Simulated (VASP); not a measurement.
# InSb3 (P4/mmm) in VASP: further runs

The runs below take InSb3 through single point, with PBEsol.

All numbers are computed with VASP 6.6.1; they aren't measurements. Logs are shortened: lines on timing, memory, paths and dates and some standing lists are left out, and cuts for length are marked.

**1. The cell of the first run**

The structure is tetragonal, space group P4/mmm (No. 123). The conventional cell has a = 4.450 Å, b = 4.450 Å, c = 5.338 Å, α = 90.00°, β = 90.00°, γ = 90.00°. Within 4.1 Å of In (site symmetry 4/mmm) lie 12 Sb at 3.15 to 3.47 Å. Within 4.1 Å of Sb (site symmetry mmm) lie 8 Sb at 3.15 to 3.47 Å and 4 In at 3.47 Å. Within 4.1 Å of Sb (site symmetry 4/mmm) lie 4 In at 3.15 Å and 8 Sb at 3.47 Å.

**2. Single point, PBEsol (26.43 Å³/atom)**

Contents of INCAR:

```
SYSTEM = InSb3
PREC = Accurate ; ENCUT = 520
EDIFF = 1E-7 ; ISMEAR = 0
SIGMA = 0.15 ; LREAL = .False.
LASPH = .True. ; NELM = 80
ALGO = Normal ; ISIF = 2
LWAVE = .False. ; LCHARG = .False.
GGA = PS ; NBANDS = 22
```

Contents of KPOINTS:

```
regular mesh
0
Gamma
  10 10 10
  0 0 0
```

Contents of POSCAR:

```
InSb3
1.0
    4.4501479074      0.0000000000      0.0000000000
    0.0000000000      4.4501479074      0.0000000000
    0.0000000000      0.0000000000      5.3383974297
In Sb
1 3
Direct
    0.0000000000      0.0000000000      0.0000000000
    0.5000000000      0.0000000000      0.5000000000
    0.0000000000      0.5000000000      0.5000000000
    0.5000000000      0.5000000000      0.0000000000
```

Potentials or basis: VASP PAW PBE potentials, release 64 (In_d, Sb).

The run is started by

```bash
> cat potpaw_PBE.64/In_d/POTCAR potpaw_PBE.64/Sb/POTCAR > POTCAR
> mpirun -np 1 vasp_std > vasp.out
```

OUTCAR:

```text
SYSTEM = InSb3
   PREC = Accurate
   ENCUT = 520
   EDIFF = 1E-7
   ISMEAR = 0
   LREAL = .False.
   LASPH = .True.
   NELM = 80
   ISIF = 2
   GGA = PS

 ion  position               nearest neighbor table
   1  0.000  0.000  0.000-   4 3.15   4 3.15   4 3.15   4 3.15   3 3.47   3 3.47   3 3.47   3 3.47
                             2 3.47   2 3.47   2 3.47   2 3.47
   2  0.500  0.000  0.500-   3 3.15   3 3.15   3 3.15   3 3.15   4 3.47   1 3.47   4 3.47   4 3.47
                             1 3.47   4 3.47   1 3.47   1 3.47
   3  0.000  0.500  0.500-   2 3.15   2 3.15   2 3.15   2 3.15   4 3.47   1 3.47   1 3.47   1 3.47
                             4 3.47   4 3.47   4 3.47   1 3.47
   4  0.500  0.500  0.000-   1 3.15   1 3.15   1 3.15   1 3.15   3 3.47   2 3.47   2 3.47   2 3.47
                             3 3.47   3 3.47   3 3.47   2 3.47

  LATTYP: Found a simple tetragonal cell.
 ALAT       =     4.4501479074
 C/A-ratio  =     1.1996000000

  Lattice vectors:

 A1 = (   4.4501479074,   0.0000000000,   0.0000000000)
 A2 = (   0.0000000000,   4.4501479074,   0.0000000000)
 A3 = (   0.0000000000,   0.0000000000,   5.3383974297)

Analysis of symmetry for initial positions (statically):
=====================================================================
 Subroutine PRICEL returns:
 Original cell was already a primitive cell.

 Routine SETGRP: Setting up the symmetry group for a
 simple tetragonal supercell.

 Subroutine GETGRP returns: Found 16 space group operations
 (whereof 16 operations were pure point group operations)
 out of a pool of 16 trial point group operations.

The static configuration has the point symmetry D_4h.

Analysis of symmetry for dynamics (positions and initial velocities):
=====================================================================
 Subroutine PRICEL returns:
 Original cell was already a primitive cell.

 Routine SETGRP: Setting up the symmetry group for a
 simple tetragonal supercell.

 Subroutine GETGRP returns: Found 16 space group operations
 (whereof 16 operations were pure point group operations)
 out of a pool of 16 trial point group operations.

The dynamic configuration has the point symmetry D_4h.

 Subroutine INISYM returns: Found 16 space group operations
 (whereof 16 operations are pure point group operations),
 and found     1 'primitive' translations

----------------------------------------------------------------------------------------

                                     Primitive cell

  volume of cell :     105.7206

  direct lattice vectors                    reciprocal lattice vectors
     4.450147907  0.000000000  0.000000000     0.224711632  0.000000000  0.000000000
     0.000000000  4.450147907  0.000000000     0.000000000  0.224711632  0.000000000
     0.000000000  0.000000000  5.338397430     0.000000000  0.000000000  0.187322134

  length of vectors
     4.450147907  4.450147907  5.338397430     0.224711632  0.224711632  0.187322134

  position of ions in fractional coordinates (direct lattice)
     0.000000000  0.000000000  0.000000000
     0.500000000  0.000000000  0.500000000
     0.000000000  0.500000000  0.500000000
     0.500000000  0.500000000  0.000000000

  ion indices of the primitive-cell ions
   primitive index   ion index
                 1           1
                 2           2
                 3           3
                 4           4

----------------------------------------------------------------------------------------

 KPOINTS: regular mesh

Automatic generation of k-mesh.
 Grid dimensions read from file:
 generate k-points for:   10   10   10

 Generating k-lattice:

  Cartesian coordinates                     Fractional coordinates (reciprocal lattice)
     0.022471163  0.000000000  0.000000000     0.100000000  0.000000000  0.000000000
     0.000000000  0.022471163  0.000000000     0.000000000  0.100000000  0.000000000
     0.000000000  0.000000000  0.018732213     0.000000000  0.000000000  0.100000000

  Length of vectors
     0.022471163  0.022471163  0.018732213

  Shift w.r.t. Gamma in fractional coordinates (k-lattice)
     0.000000000  0.000000000  0.000000000

 Subroutine IBZKPT returns following result:
 ===========================================

 Found    126 irreducible k-points:

 Following reciprocal coordinates:
            Coordinates               Weight
  0.000000  0.000000  0.000000      1.000000
  0.100000  0.000000  0.000000      4.000000
  0.200000  0.000000  0.000000      4.000000
  0.300000  0.000000  0.000000      4.000000
  0.400000  0.000000  0.000000      4.000000
  0.500000  0.000000  0.000000      2.000000
[... 16 lines left out ...]
  0.100000  0.000000  0.100000      8.000000
  0.200000  0.000000  0.100000      8.000000
 [... further k-points ...]
   k-points           NKPTS =    126   k-points in BZ     NKDIM =    126   number of bands    NBANDS=     22
   number of dos      NEDOS =    301   number of ions     NIONS =      4
   total plane-waves  NPLWV =  51840
   dimension x,y,z NGX =    36 NGY =   36 NGZ =   40
   dimension x,y,z NGXF=    72 NGYF=   72 NGZF=   80
   ions per type =               1   3
   NGX,Y,Z   is equivalent  to a cutoff of  13.45, 13.45, 12.46 a.u.
   NGXF,Y,Z  is equivalent  to a cutoff of  26.90, 26.90, 24.91 a.u.
 SYSTEM =  InSb3
   PREC   = accura    normal or accurate (medium, high low for compatibility)
   ISTART =      0    job   : 0-new  1-cont  2-samecut
   ICHARG =      2    charge: 1-file 2-atom 10-const
   ISPIN  =      1    spin polarized calculation?
   LNONCOLLINEAR =      F non collinear calculations
   LSORBIT =      F    spin-orbit coupling
   LASPH  =      T    aspherical Exc in radial PAW
   ENCUT  =  520.0 eV  38.22 Ry    6.18 a.u.   8.27  8.27  9.93*2*pi/ulx,y,z
   NELM   =     80;   NELMIN=  2; NELMDL= -5     # of ELM steps
   EDIFF  = 0.1E-06   stopping-criterion for ELM
   LREAL  =      F    real-space projection
   EDIFFG = 0.1E-05   stopping-criterion for IOM
   NSW    =      0    number of steps for IOM
   IBRION =     -1    ionic relax: 0-MD 1-quasi-New 2-CG
   NFREE  =      0    steps in history (QN), initial steepest desc. (CG)
   ISIF   =      2    stress and relaxation
   ISYM   =      2    0-nonsym 1-usesym 2-fastsym
   POTIM  = 0.5000    time-step for ionic-motion
   TEBEG  =    0.0;   TEEND  =   0.0 temperature during run
   PSTRESS=    0.0 pullay stress
   NELECT =      28.0000    total number of electrons
   NUPDOWN=      -1.0000    fix difference up-down
   EMIN   =  10.00;   EMAX   =-10.00  energy-range for DOS
   EFERMI =   0.00;   METHOD = LEGACY
   ISMEAR =     0;   SIGMA  =   0.15  broadening in eV -4-tet -1-fermi 0-gaus
   EFERMI_NEDOS =   21; number of points for ismear=-14 and -15
   IALGO  =     38    algorithm
   IMIX   =      4    mixing-type and parameters
     AMIX     =   0.40;   BMIX     =  1.00
     AMIX_MAG =   1.60;   BMIX_MAG =  1.00
  volume/ion in A,a.u.               =      26.43       178.36
  Fermi-wavevector in a.u.,A,eV,Ry     =   1.051334  1.986734 15.038577  1.105304
  Thomas-Fermi vector in A             =   2.186373
   LORBIT       =      0    0 simple, 1 ext, 2 COOP (PROOUT), +10 PAW based schemes
   GGA     = PS    functional components
   LHFCALC =     F    Hartree Fock is set to
   AEXX    =    0.0000 exact exchange contribution
   IVDW    =     0    specifies the selected vdW correction
   LEPSILON=     F    determine dielectric tensor
   LRPA    =     F    only Hartree local field effects (RPA)
 non-spin polarized calculation
 Gauss-broadening in eV      SIGMA  =   0.15
  energy-cutoff  :      520.00
  volume of cell :      105.72
 maximum number of plane-waves:      2880
 NGX is ok and might be reduce to    36
   NGX = 17   NGY = 17   NGZ = 19

 number of electron      28.0000005 magnetization

 Free energy of the ion-electron system (eV)
  ---------------------------------------------------
  ext. energy  EPLUGINS =         0.00000000
  ---------------------------------------------------
  free energy    TOTEN  =       -16.05600288 eV

  energy without entropy =      -16.03314853  energy(sigma->0) =      -16.04457571

 E-fermi :   8.2022     XC(G=0): -10.3890

 val. band max:        8.1992886770   @ k =   0.4000   0.4000   0.3000
 cond. band min:       8.2102520750   @ k =   0.5000   0.1000   0.0000
 fundamental gap:      0.0109633979
 Fermi energy:         8.2022185136

 k-point     1 :       0.0000    0.0000    0.0000
  band No.  band energies     occupation
      1      -6.2296      2.00000
      2      -6.1783      2.00000
      3      -6.1754      2.00000
      4      -6.1716      2.00000
      5      -6.1716      2.00000
      6      -4.2807      2.00000
[... 14 lines left out ...]
     21      13.2083      0.00000
     22      13.2083      0.00000

 k-point     2 :       0.1000    0.0000    0.0000
  band No.  band energies     occupation
      1      -6.2273      2.00000
      2      -6.1781      2.00000
      3      -6.1761      2.00000
      4      -6.1734      2.00000
      5      -6.1715      2.00000
      6      -4.2070      2.00000
[... 14 lines left out ...]
     21      13.2656      0.00000
     22      13.7481      0.00000

 k-point     3 :       0.2000    0.0000    0.0000
  band No.  band energies     occupation
      1      -6.2215      2.00000
      2      -6.1852      2.00000
      3      -6.1782      2.00000
      4      -6.1713      2.00000
      5      -6.1702      2.00000
      6      -3.9871      2.00000
[... 14 lines left out ...]
     21      13.9592      0.00000
     22      13.9858      0.00000
[... 476 lines left out ...]
 k-point    23 :       0.1000    0.0000    0.1000
  band No.  band energies     occupation
      1      -6.2265      2.00000
      2      -6.1781      2.00000
      3      -6.1759      2.00000
      4      -6.1741      2.00000
      5      -6.1720      2.00000
      6      -4.1597      2.00000
[... 14 lines left out ...]
     21      13.5328      0.00000
     22      13.9073      0.00000

 k-point    24 :       0.2000    0.0000    0.1000
  band No.  band energies     occupation
      1      -6.2206      2.00000
      2      -6.1852      2.00000
      3      -6.1792      2.00000
      4      -6.1718      2.00000
      5      -6.1700      2.00000
      6      -3.9396      2.00000
[... 14 lines left out ...]
     21      13.6351      0.00000
     22      13.7166      0.00000

 [... further k-points ...]

------------------------ aborting loop because EDIFF is reached ----------------------------------------

  FORCE on cell =-STRESS in cart. coord.  units (eV):
  Direction    XX          YY          ZZ          XY          YZ          ZX
  --------------------------------------------------------------------------------------
  -------------------------------------------------------------------------------------
  Total        0.3540678      0.3540678     -0.2562157      0.0000000      0.0000000      0.0000000
  in kB        5.3658335      5.3658335     -3.8829028      0.0000000      0.0000000      0.0000000
  external PRESSURE =       2.2829214 kB  Pullay stress =       0.0000000 kB

 VOLUME and BASIS-vectors are now :
 -----------------------------------------------------------------------------
  energy-cutoff  :      520.00
  volume of cell :      105.72
      direct lattice vectors                 reciprocal lattice vectors
     4.450147907  0.000000000  0.000000000     0.224711632  0.000000000  0.000000000
     0.000000000  4.450147907  0.000000000     0.000000000  0.224711632  0.000000000
     0.000000000  0.000000000  5.338397430     0.000000000  0.000000000  0.187322134

 POSITION                                       TOTAL-FORCE (eV/Angst)
 -----------------------------------------------------------------------------------
      0.00000      0.00000      0.00000         0.000000      0.000000      0.000000
      2.22507      0.00000      2.66920         0.000000      0.000000      0.000000
      0.00000      2.22507      2.66920         0.000000      0.000000      0.000000
      2.22507      2.22507      0.00000         0.000000      0.000000      0.000000
 -----------------------------------------------------------------------------------
    total drift:                                0.000000     -0.000000     -0.000000

  FREE ENERGIE OF THE ION-ELECTRON SYSTEM (eV)
  ---------------------------------------------------
  free  energy   TOTEN  =       -16.0560028803 eV

  energy  without entropy=      -16.0331485329  energy(sigma->0) =      -16.04457571
```

Wall time 4.5 min (1 thread of Intel Xeon 8259CL, shared host); peak memory 0.41 GiB.

Results:

```
Free energy            : -16.0560 eV
Pressure               : 0.2 GPa
Band gap on the k mesh : zero (bands 14 and 15 overlap by 3.52 eV)
```

Caveat: the PAW data sets were made with another functional, which shifts forces and pressure a little; spin-orbit coupling is left out, which moves the levels of the heavy elements.

**3. Single point, PBEsol (26.43 Å³/atom)**

Contents of INCAR:

```
PREC     = Accurate       # precision mode
ENCUT    = 520            # plane-wave cutoff, eV
EDIFF    = 1E-6           # SCF threshold, eV
ISMEAR   = 0              # smearing method
SIGMA    = 0.15           # smearing width, eV
LREAL    = F              # projectors in reciprocal space
LASPH    = T              # aspherical terms in the spheres
NELM     = 60             # most SCF steps
ALGO     = Normal         # electronic algorithm
ISIF     = 2              # what is computed and relaxed
LWAVE    = F              # write WAVECAR
LCHARG   = F              # write CHGCAR
GGA      = PS             # functional
NBANDS   = 22             # bands
```

Contents of KPOINTS:

```
Automatic mesh
0
Gamma
  10 10 10
```

Contents of POSCAR:

```
InSb3
1.0
    4.8251187581      0.0000000000      0.0000000000
    0.0000000000      4.8251187581      0.0000000000
    0.0000000000      0.0000000000      4.5409192633
In Sb
1 3
Direct
    0.0000000000      0.0000000000      0.0000000000
    0.5000000000      0.0000000000      0.5000000000
    0.0000000000      0.5000000000      0.5000000000
    0.5000000000      0.5000000000      0.0000000000
```

Potentials or basis: VASP PAW PBE potentials, release 64 (In_d, Sb).

The run is started by

```bash
> cat potpaw_PBE.64/In_d/POTCAR potpaw_PBE.64/Sb/POTCAR > POTCAR
> mpirun -np 1 vasp_std > vasp.out
```

OUTCAR:

```text
PREC = Accurate
   ENCUT = 520
   EDIFF = 1E-6
   ISMEAR = 0
   LREAL = F
   LASPH = T
   NELM = 60
   ISIF = 2
   GGA = PS

 ion  position               nearest neighbor table
   1  0.000  0.000  0.000-   2 3.31   3 3.31   2 3.31   3 3.31   3 3.31   3 3.31   2 3.31   2 3.31
                             4 3.41   4 3.41   4 3.41   4 3.41
   2  0.500  0.000  0.500-   1 3.31   4 3.31   1 3.31   4 3.31   4 3.31   4 3.31   1 3.31   1 3.31
                             3 3.41   3 3.41   3 3.41   3 3.41
   3  0.000  0.500  0.500-   1 3.31   4 3.31   1 3.31   4 3.31   1 3.31   1 3.31   4 3.31   4 3.31
[... 806 lines left out ...]
  --------------------------------------------------------------------------------------
  -------------------------------------------------------------------------------------
  Total        0.0240759      0.0240759     -0.0307637      0.0000000     -0.0000000      0.0000000
  in kB        0.3648654      0.3648654     -0.4662184      0.0000000     -0.0000000      0.0000000
  external PRESSURE =       0.0878375 kB  Pullay stress =       0.0000000 kB

 VOLUME and BASIS-vectors are now :
 -----------------------------------------------------------------------------
  energy-cutoff  :      520.00
  volume of cell :      105.72
      direct lattice vectors                 reciprocal lattice vectors
     4.825118758  0.000000000  0.000000000     0.207248785  0.000000000  0.000000000
     0.000000000  4.825118758  0.000000000     0.000000000  0.207248785  0.000000000
     0.000000000  0.000000000  4.540919263     0.000000000  0.000000000  0.220219727

 POSITION                                       TOTAL-FORCE (eV/Angst)
 -----------------------------------------------------------------------------------
      0.00000      0.00000      0.00000         0.000000      0.000000      0.000000
      2.41256      0.00000      2.27046         0.000000      0.000000      0.000000
      0.00000      2.41256      2.27046         0.000000      0.000000      0.000000
      2.41256      2.41256      0.00000         0.000000      0.000000      0.000000
 -----------------------------------------------------------------------------------
    total drift:                                0.000000     -0.000000     -0.000000

  FREE ENERGIE OF THE ION-ELECTRON SYSTEM (eV)
  ---------------------------------------------------
  free  energy   TOTEN  =       -16.0727913835 eV

  energy  without entropy=      -16.0528662474  energy(sigma->0) =      -16.06282882
```

OSZICAR:

```text
N       E                     dE             d eps       ncg     rms          rms(c)
DAV:   1     0.188312138783E+03    0.18831E+03   -0.11017E+04  5544   0.118E+03
DAV:   2     0.236087773968E+00   -0.18808E+03   -0.18145E+03  6144   0.295E+02
DAV:   3    -0.155633288061E+02   -0.15799E+02   -0.15184E+02  6954   0.868E+01
DAV:   4    -0.161025851684E+02   -0.53926E+00   -0.53734E+00  6362   0.166E+01
DAV:   5    -0.161274989558E+02   -0.24914E-01   -0.24911E-01  8354   0.376E+00    0.365E+00
DAV:   6    -0.160863621426E+02    0.41137E-01   -0.65375E-02  6704   0.349E+00    0.203E+00
DAV:   7    -0.160734228207E+02    0.12939E-01   -0.30460E-02  7626   0.183E+00    0.231E-01
DAV:   8    -0.160728102470E+02    0.61257E-03   -0.27121E-03  6568   0.649E-01    0.588E-02
DAV:   9    -0.160727914083E+02    0.18839E-04   -0.12538E-04  7018   0.876E-02    0.199E-02
DAV:  10    -0.160727913835E+02    0.24808E-07   -0.83263E-06  7496   0.195E-02
   1 F= -.16072791E+02 E0= -.16062829E+02  d E =-.199251E-01
```

It took 3.8 min on 1 thread of Intel Xeon 8259CL, shared host; peak memory 0.4 GiB.

What came out:

```yaml
Free_energy: -16.0728 eV
Pressure: 0.0 GPa
Band_gap_on_the_k_mesh: zero (bands 14 and 15 overlap by 4.47 eV)
```

Stress tensor (GPa, compression positive):
```
 0.04  0.00  0.00
 0.00  0.04  0.00
 0.00  0.00 -0.05
```

Levels at points of the mesh, in eV from the Fermi level:
```csv
k point,band 12,band 13,band 14,band 15,band 16,band 17
"(0.00, 0.00, 0.00)",-3.54,0.34,0.34,0.55,1.88,1.94
"(0.50, 0.00, 0.00)",-2.45,-1.92,-0.96,-0.80,2.03,2.34
"(0.50, 0.50, 0.00)",-1.21,-1.21,-0.93,-0.93,0.21,1.30
"(0.00, 0.00, 0.50)",-2.25,-2.25,-1.43,-1.12,1.99,1.99
"(0.50, 0.00, 0.50)",-1.83,-1.52,-1.27,-1.19,-0.64,0.86
"(0.50, 0.50, 0.50)",-5.16,-4.89,3.28,3.39,3.95,3.95
```

Caveat: the PAW data sets were made with another functional, which shifts forces and pressure a little; spin-orbit coupling is left out, which moves the levels of the heavy elements.

(Continued in part 2 of 2.)

The gap in the log of VASP goes by the Fermi energy; the results here count the filled bands.